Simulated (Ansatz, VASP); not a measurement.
## One calculation of SiC, two programs

```
CELL_PARAMETERS angstrom
1.26829 -5.84803 0.00000
1.26829 5.84803 0.00000
0.00000 0.00000 3.05712
ATOMIC_POSITIONS crystal
Si 0.10504 0.89496 0.50000
Si 0.89496 0.10504 0.50000
C 0.21700 0.78300 0.00000
C 0.78300 0.21700 0.00000
```

Alike in both runs: task relaxation of cell and atoms; functional PBE; k mesh 18 × 18 × 16; occupations gaussian, width 0.1 eV; no spin polarisation.

|  | VASP | Ansatz |
| --- | --- | --- |
| version | VASP 6.6.1 | Ansatz 0.2.0 |
| potentials or method | VASP PAW PBE potentials, release 64 (Si, C), cutoff 600 eV | scalar-relativistic, plane waves, PAW |
| valence electrons in the cell | 16 | 16 |

```tsv
	VASP	Ansatz	Ansatz less VASP
gap on the k mesh at the Fermi level, each at its own relaxed structure (eV)	none	none	-
relaxed volume (Å³/atom)	11.45	11.46	+0.004
relaxed length of the cell vector where the two differ most in proportion (Å)	6.013	6.024	+0.0103
```

A gap of «none» marks a metal or a gap that the smearing closes.
